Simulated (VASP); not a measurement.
Ta2O5, 7 atoms in the cell. Symmetry: I-42m, No. 121, tetragonal system. Conventional cell: a = 5.451 Å, b = 5.451 Å, c = 9.577 Å, α = 90.00°, β = 90.00°, γ = 90.00°. Ta (site symmetry 2mm) has 5 O at 1.88 to 2.07 Å within 2.5 Å. Within 2.5 Å of O (site symmetry -42m) lie 2 Ta at 1.88 Å. O (site symmetry m) has 2 Ta at 1.98 to 2.07 Å within 2.6 Å. 

- Program: VASP 6.6.1
- Task: single point
- Functional: PBEsol
- Potentials or basis: VASP PAW PBE potentials, release 64 (Ta_pv, O)
- Cutoff: 520 eV
- k mesh: 8 × 8 × 8
- Occupations: gaussian, width 0.05 eV
- Spin: no spin polarisation
- Dipole correction: no
- Further INCAR settings: ALGO = Normal; EDIFF = 1e-06; NBANDS = 35

Potentials or basis: VASP PAW PBE potentials, release 64 (Ta_pv, O).

Run with:

```sh
$ cat potpaw_PBE.64/Ta_pv/POTCAR potpaw_PBE.64/O/POTCAR > POTCAR
$ mpirun -np 1 vasp_std > vasp.out
```

Hardware: 1 thread of Intel(R) Xeon(R) Platinum 8259CL CPU @ 2.50GHz (Skylake/Cascade Lake), with other jobs on the host.

Estimate the wall time of this run.

It took 5.8 min on 1 thread of Intel(R) Xeon(R) Platinum 8259CL CPU @ 2.50GHz (Skylake/Cascade Lake) (shared host), peak memory 0.45 GiB. Counts: scf iterations 15, k points 59.
